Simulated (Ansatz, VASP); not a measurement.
Two plane-wave programs on NaB

```xyz
2
Lattice="0.0000 2.6839 2.6839 2.6839 0.0000 2.6839 2.6839 2.6839 0.0000" Properties=species:S:1:pos:R:3 pbc="T T T"
Na    0.0000    0.0000    0.0000
B     2.6839    2.6839    2.6839
```

Alike in both runs: task single point; functional PBE; k mesh 8 × 8 × 8; occupations tetrahedron; no spin polarisation.

|  | VASP | Ansatz |
| --- | --- | --- |
| version | VASP 6.6.1 | Ansatz 0.2.0 |
| potentials or method | VASP PAW PBE potentials, release 64 (Na_pv, B), cutoff 500 eV | scalar-relativistic, plane waves, PAW |
| valence electrons in the cell | 10 | 12 |

|  | VASP | Ansatz | Ansatz less VASP |
| --- | --- | --- | --- |
| gap on the k mesh at the Fermi level (eV) | none | none | - |
| pressure (GPa) | 0.2 | 0.2 | -0.03 |

A gap of «none» marks a metal or a gap that the smearing closes. VASP's potentials hold 10 valence electrons a cell and Ansatz's 12, so a difference there can come from the potentials and not from the codes. Ansatz's warnings: band table not solved further, tetrahedron derivatives may miss energy slope.
